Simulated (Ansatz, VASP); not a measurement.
# SiC in VASP and in Ansatz

```
CELL_PARAMETERS angstrom
3.07756 0.00000 0.00000
-1.53878 2.66524 0.00000
0.00000 0.00000 10.07677
ATOMIC_POSITIONS crystal
Si 0.66667 0.33333 0.93784
Si 0.33333 0.66667 0.43784
Si 0.00000 0.00000 0.68789
Si 0.00000 0.00000 0.18789
C 0.66667 0.33333 0.74980
C 0.33333 0.66667 0.24980
C 0.00000 0.00000 0.50046
C 0.00000 0.00000 0.00046
```

Alike in both runs: functional r2SCAN; k mesh 12 × 12 × 4; occupations gaussian, width 0.02 eV; no spin polarisation.

Ansatz relaxed the structure, and its values are those at the end. VASP's run is a single point on that final structure, the one shown.

```csv
,VASP,Ansatz
version,VASP 6.6.1,Ansatz 0.2.0
potentials or method,"VASP PAW PBE potentials, release 64 (Si, C), cutoff 520 eV","scalar-relativistic, plane waves, PAW"
valence electrons in the cell,32,32
```

Ansatz gave:

- gap on the k mesh at the Fermi level (eV): 2.60
- least direct gap on the mesh (eV): 3.78
- pressure (GPa): 0.0

What did VASP give for the same quantities?

gap on the k mesh at the Fermi level (eV): 2.61; least direct gap on the mesh (eV): 3.79; pressure (GPa): -0.2.

VASP's potentials were made for PBE, not for r2SCAN. With one functional, cell and mesh, what is left measures potentials, basis and numerics.
